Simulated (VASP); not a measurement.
# Mg2Si (Fm-3m) in VASP: elastic constants with PBEsol

Aim: the elastic constants of Mg2Si with PBEsol.

All numbers are computed with VASP 6.6.1; they aren't measurements. Logs are shortened: lines on timing, memory, paths and dates and some standing lists are left out, and cuts for length are marked.

## (1) The cell of the first run

The structure is cubic, space group Fm-3m (No. 225). Conventional cell: a = 6.326 Å, b = 6.326 Å, c = 6.326 Å, α = 90.00°, β = 90.00°, γ = 90.00°. Within 3.6 Å of Mg (site symmetry -43m) lie 4 Si at 2.74 Å and 6 Mg at 3.16 Å. Within 3.6 Å of Si (site symmetry m-3m) lie 8 Mg at 2.74 Å.

## (2) Elastic constants, PBEsol

File INCAR:

```
PREC = Accurate
ENCUT = 600
EDIFF = 1E-8
ISMEAR = -1
SIGMA = 0.1
LREAL = F
LASPH = T
NELM = 120
ALGO = Normal
ISIF = 3
LWAVE = F
LCHARG = T
GGA = PS
NBANDS = 11
IBRION = 6
NFREE = 2
POTIM = 0.015
NSW = 1
GGA_COMPAT = F
```

File KPOINTS:

```
Automatic mesh
0
Gamma
  12 12 12
```

File POSCAR:

```
Mg2Si
1.0
    0.0000000000      3.1631922581      3.1631922581
    3.1631922581      0.0000000000      3.1631922581
    3.1631922581      3.1631922581      0.0000000000
Mg Si
2 1
Direct
    0.2500000000      0.2500000000      0.2500000000
    0.7500000000      0.7500000000      0.7500000000
    0.0000000000      0.0000000000      0.0000000000
```

Potentials or basis: VASP PAW PBE potentials, release 64 (Mg, Si).

Started as:

```console
cat potpaw_PBE.64/Mg/POTCAR potpaw_PBE.64/Si/POTCAR > POTCAR
mpirun -np 1 vasp_std > vasp.out
```

OUTCAR:

```text
PREC = Accurate
   ENCUT = 600
   EDIFF = 1E-8
   ISMEAR = -1
   LREAL = F
   LASPH = T
   NELM = 120
   ISIF = 3
   GGA = PS
   IBRION = 6
   NFREE = 2
   POTIM = 0.015
   NSW = 1

 ion  position               nearest neighbor table
   1  0.250  0.250  0.250-   3 2.74   3 2.74   3 2.74   3 2.74   2 3.16   2 3.16   2 3.16   2 3.16
                             2 3.16   2 3.16
   2  0.750  0.750  0.750-   3 2.74   3 2.74   3 2.74   3 2.74   1 3.16   1 3.16   1 3.16   1 3.16
                             1 3.16   1 3.16
   3  0.000  0.000  0.000-   2 2.74   2 2.74   2 2.74   1 2.74   1 2.74   1 2.74   2 2.74   1 2.74

  LATTYP: Found a face centered cubic cell.
 ALAT       =     6.3263845162

  Lattice vectors:

 A1 = (   0.0000000000,   3.1631922581,   3.1631922581)
 A2 = (   3.1631922581,   0.0000000000,   3.1631922581)
 A3 = (   3.1631922581,   3.1631922581,   0.0000000000)

Analysis of symmetry for initial positions (statically):
=====================================================================
 Subroutine PRICEL returns:
 Original cell was already a primitive cell.

 Routine SETGRP: Setting up the symmetry group for a
 face centered cubic supercell.

 Subroutine GETGRP returns: Found 48 space group operations
 (whereof 48 operations were pure point group operations)
 out of a pool of 48 trial point group operations.

The static configuration has the point symmetry O_h .

Analysis of symmetry for dynamics (positions and initial velocities):
=====================================================================
 Subroutine PRICEL returns:
 Original cell was already a primitive cell.

 Routine SETGRP: Setting up the symmetry group for a
 face centered cubic supercell.

 Subroutine GETGRP returns: Found 48 space group operations
 (whereof 48 operations were pure point group operations)
 out of a pool of 48 trial point group operations.

The dynamic configuration has the point symmetry O_h .

 Subroutine INISYM returns: Found 48 space group operations
 (whereof 48 operations are pure point group operations),
 and found     1 'primitive' translations

----------------------------------------------------------------------------------------

                                     Primitive cell

  volume of cell :      63.3004

  direct lattice vectors                    reciprocal lattice vectors
     0.000000000  3.163192258  3.163192258    -0.158068166  0.158068166  0.158068166
     3.163192258  0.000000000  3.163192258     0.158068166 -0.158068166  0.158068166
     3.163192258  3.163192258  0.000000000     0.158068166  0.158068166 -0.158068166

  length of vectors
     4.473429392  4.473429392  4.473429392     0.273782095  0.273782095  0.273782095

  position of ions in fractional coordinates (direct lattice)
     0.250000000  0.250000000  0.250000000
     0.750000000  0.750000000  0.750000000
     0.000000000  0.000000000  0.000000000

  ion indices of the primitive-cell ions
   primitive index   ion index
                 1           1
                 2           2
                 3           3

----------------------------------------------------------------------------------------

 KPOINTS: Automatic mesh

Automatic generation of k-mesh.
 Grid dimensions read from file:
 generate k-points for:   12   12   12

 Generating k-lattice:

[... 116 lines left out ...]
  -------------------------------------------------------------------------------------
  Total       -0.0212483     -0.0212483     -0.0212483     -0.0000000      0.0000000      0.0000000
  in kB       -0.5378083     -0.5378083     -0.5378083     -0.0000000      0.0000000      0.0000000
  external PRESSURE =      -0.5378083 kB  Pullay stress =       0.0000000 kB
[... 92 lines left out ...]
  FREE ENERGIE OF THE ION-ELECTRON SYSTEM (eV)
  ---------------------------------------------------
  free  energy   TOTEN  =        -9.6699942119 eV

  energy  without entropy=       -9.6639447385  energy(sigma->0) =       -9.66696948

[... ionic steps 4 to 14 ...]

--------------------------------------- Ionic step       15  -------------------------------------------

 number of electron       8.0000000 magnetization

------------------------ aborting loop because EDIFF is reached ----------------------------------------
[... 69 lines left out ...]
--------------------------------------- Ionic step       17  -------------------------------------------

 number of electron       8.0000000 magnetization

 Free energy of the ion-electron system (eV)
  ---------------------------------------------------
  ext. energy  EPLUGINS =         0.00000000
  ---------------------------------------------------
  free energy    TOTEN  =        -9.67441657 eV

  energy without entropy =       -9.66853962  energy(sigma->0) =       -9.67147809

 E-fermi :   3.7388     XC(G=0):  -8.9150

 val. band max:        3.7329390451   @ k =   0.0000   0.5000   0.5000
 cond. band min:       3.9114964238   @ k =   0.5000   0.4167   0.0000
 fundamental gap:      0.1785573788
 Fermi energy:         3.7388285269

 k-point     1 :       0.0000    0.0000    0.0000
  band No.  band energies     occupation
      1      -5.5523      2.00000
      2       3.6160      1.54711
      3       3.6160      1.54711
      4       3.6164      1.54556
      5       5.5004      0.00000
      6       6.1798      0.00000
      7       6.1801      0.00000
      8       6.1801      0.00000
      9       9.2546      0.00000
     10       9.2550      0.00000
     11      10.2154      0.00000
[... 309 lines left out ...]
 k-point    24 :      -0.4167    0.1667    0.0000
  band No.  band energies     occupation
      1      -3.9549      2.00000
      2      -0.9299      2.00000
      3       1.4920      2.00000
      4       2.6073      1.99998
      5       5.1930      0.00000
      6       6.6815      0.00000
      7       6.9588      0.00000
      8       9.1987      0.00000
      9      10.0824      0.00000
     10      10.4148      0.00000
     11      11.2718      0.00000

 [... further k-points ...]

------------------------ aborting loop because EDIFF is reached ----------------------------------------

  FORCE on cell =-STRESS in cart. coord.  units (eV):
  Direction    XX          YY          ZZ          XY          YZ          ZX
  --------------------------------------------------------------------------------------
  -------------------------------------------------------------------------------------
  Total       -0.0205613     -0.0192653     -0.0192653      0.0000000      0.0000000     -0.0000000
  in kB       -0.5204207     -0.4876170     -0.4876170      0.0000000      0.0000000     -0.0000000
  external PRESSURE =      -0.4985516 kB  Pullay stress =       0.0000000 kB
[... 18 lines left out ...]
  FREE ENERGIE OF THE ION-ELECTRON SYSTEM (eV)
  ---------------------------------------------------
  free  energy   TOTEN  =        -9.6744165652 eV

  energy  without entropy=       -9.6685396193  energy(sigma->0) =       -9.67147809

 INTERNAL STRAIN TENSORS FROM STRAINED CELLS
 ============================================

 INTERNAL STRAIN TENSOR FOR ION    1 for displacements in x,y,z  (eV/Angst):
          X           Y           Z          XY          YZ          ZX
  --------------------------------------------------------------------------------
  x     0.00000     0.00000     0.00000    -0.00000    -1.98184    -0.00000
  y     0.00000     0.00000     0.00000    -0.00000     0.00000    -1.98203
  z     0.00000     0.00000     0.00000    -1.98200     0.00000    -0.00000

 INTERNAL STRAIN TENSORS FROM DISPLACED ATOMS
 ============================================

 INTERNAL STRAIN TENSOR FOR ION    1 for displacements in x,y,z  (eV/Angst):
          X           Y           Z          XY          YZ          ZX
  --------------------------------------------------------------------------------
  x    -0.00000    -0.00000    -0.00000     0.00000    -1.97308     0.00000
  y     0.00000     0.00000     0.00000     0.00000     0.00000    -1.97308
  z     0.00000     0.00000    -0.00000    -1.97308     0.00000     0.00000

 INTERNAL STRAIN TENSOR FOR ION    3 for displacements in x,y,z  (eV/Angst):
          X           Y           Z          XY          YZ          ZX
  --------------------------------------------------------------------------------
  x     0.00000     0.00000     0.00000     0.00000     0.00000     0.00000
  y     0.00000     0.00000     0.00000     0.00000     0.00000     0.00000
  z     0.00000     0.00000     0.00000     0.00000     0.00000     0.00000

 Eigenvectors and eigenvalues of the dynamical matrix
 ----------------------------------------------------

   1 f  =    8.441543 THz    53.039776 2PiTHz  281.579551 cm-1    34.911399 meV
             X         Y         Z           dx          dy          dz
      1.581596  1.581596  1.581596     0.000000   -0.427902    0.000000
      4.744788  4.744788  4.744788     0.000000   -0.427902    0.000000
      0.000000  0.000000  0.000000    -0.000000    0.796116    0.000000
[... 43 lines left out ...]
   9 f/i=    0.000076 THz     0.000477 2PiTHz    0.002532 cm-1     0.000314 meV
             X         Y         Z           dx          dy          dz
      1.581596  1.581596  1.581596     0.000000   -0.562939   -0.000000
      4.744788  4.744788  4.744788     0.000000   -0.562939   -0.000000
      0.000000  0.000000  0.000000    -0.000000   -0.605144    0.000000

--------------------------------------------------------------------------------------------------------

 ELASTIC MODULI CONTR FROM IONIC RELAXATION (kBar)
 Direction    XX          YY          ZZ          XY          YZ          ZX
 --------------------------------------------------------------------------------
 XX          -0.0000     -0.0000     -0.0000      0.0000     -0.0000      0.0000
 YY          -0.0000     -0.0000     -0.0000      0.0000     -0.0000      0.0000
 ZZ          -0.0000     -0.0000     -0.0000     -0.0000     -0.0000      0.0000
 XY           0.0000      0.0000     -0.0000    -33.0427     -0.0000      0.0000
 YZ          -0.0000     -0.0000     -0.0000     -0.0000    -33.0427     -0.0000
 ZX           0.0000      0.0000      0.0000      0.0000     -0.0000    -33.0427
 --------------------------------------------------------------------------------

 TOTAL ELASTIC MODULI (kBar)
 Direction    XX          YY          ZZ          XY          YZ          ZX
 --------------------------------------------------------------------------------
 XX        1176.9314    256.3866    256.3866     -0.0000     -0.0000     -0.0000
 YY         256.3866   1176.9314    256.3866     -0.0000     -0.0000      0.0000
 ZZ         256.3866    256.3866   1176.9314     -0.0000     -0.0000      0.0000
 XY          -0.0000     -0.0000     -0.0000    439.5817     -0.0000      0.0000
 YZ          -0.0000     -0.0000     -0.0000     -0.0000    439.5817     -0.0000
 ZX          -0.0000      0.0000      0.0000      0.0000     -0.0000    439.5817
 --------------------------------------------------------------------------------
```

Run time: 16 min. Hardware: 1 thread of Intel Xeon 6975P-C (Granite Rapids), shared host; peak memory 0.78 GiB.

What came out:

| Item | Value |
| --- | --- |
| Elastic constants C11, C12, C44 | 118, 26, 44 GPa |
| Voigt bulk modulus | 56 GPa |
| Highest phonon frequency at Γ | 282 cm⁻¹ |

Phonon frequencies in cm⁻¹ (negative: imaginary):
| q point | frequencies |
| --- | --- |
| (0.000, 0.000, 0.000) | 0 0 0 258 258 258 282 282 282 |

Elastic tensor in Voigt notation (GPa, in the Cartesian axes of the cell as first typed):
```
118  26  26   0   0   0
 26 118  26   0   0   0
 26  26 118   0   0   0
  0   0   0  44   0   0
  0   0   0   0  44   0
  0   0   0   0   0  44
```

Clamped-ion elastic tensor (GPa):
```
118  26  26   0   0   0
 26 118  26   0   0   0
 26  26 118   0   0   0
  0   0   0  47   0   0
  0   0   0   0  47   0
  0   0   0   0   0  47
```

Caveat: the PAW data sets were made with another functional, which shifts forces and pressure a little.
